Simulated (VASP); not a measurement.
Runs of VASP 6.6.1 on SiC (e600). The structure is that of space group F-43m (No. 216), or close to it. The cells are those of the table. 

```csv
task,cell,cutoff (eV),smearing,gap on the mesh (eV),pressure (GPa)
single point,"a = 3.083, b = 3.083, c = 3.112 Å, angles 59.7, 59.7, 60.0°, 2 atoms",600,gaussian 0.02 eV,1.14,-1.3
relaxation of the atoms,"atoms relaxed from a = 3.085, b = 3.085, c = 3.112 Å, angles 59.7, 59.7, 60.0°, 2 atoms",520,gaussian 0.02 eV,1.15,-1.5
single point,"a = 3.083, b = 3.083, c = 3.112 Å, angles 59.7, 59.7, 59.8°, 2 atoms",600,gaussian 0.02 eV,1.14,(b)
single point,"a = 3.083, b = 3.083, c = 3.112 Å, angles 59.7, 59.7, 60.0°, 2 atoms",600,gaussian 0.01 eV,1.14,-1.3
single point,"a = 3.081, b = 3.081, c = 3.112 Å, angles 59.7, 59.7, 60.0°, 2 atoms",600,gaussian 0.02 eV,1.12,(a)
relaxation of the atoms,"atoms relaxed from a = 3.083, b = 3.083, c = 3.112 Å, angles 59.7, 59.7, 60.0°, 2 atoms",520,gaussian 0.02 eV,1.14,-1.1
single point,"a = 3.089, b = 3.089, c = 3.112 Å, angles 59.8, 59.8, 60.3°, 2 atoms",600,gaussian 0.02 eV,1.13,-2.7
relaxation of the atoms,"atoms relaxed from a = 3.081, b = 3.081, c = 3.112 Å, angles 59.7, 59.7, 60.0°, 2 atoms",520,gaussian 0.02 eV,1.12,-0.7
```

Alike in all rows: level PBEsol; potentials or basis VASP PAW PBE potentials, release 64 (Si, C); no spin polarisation; k mesh 10 × 10 × 10.

Question: Fill in the values left out.

Answer: (a) -0.8; (b) -0.9.

Caveats: the PAW data sets were made with another functional, which shifts forces and pressure a little.

A k mesh can miss the band edges.
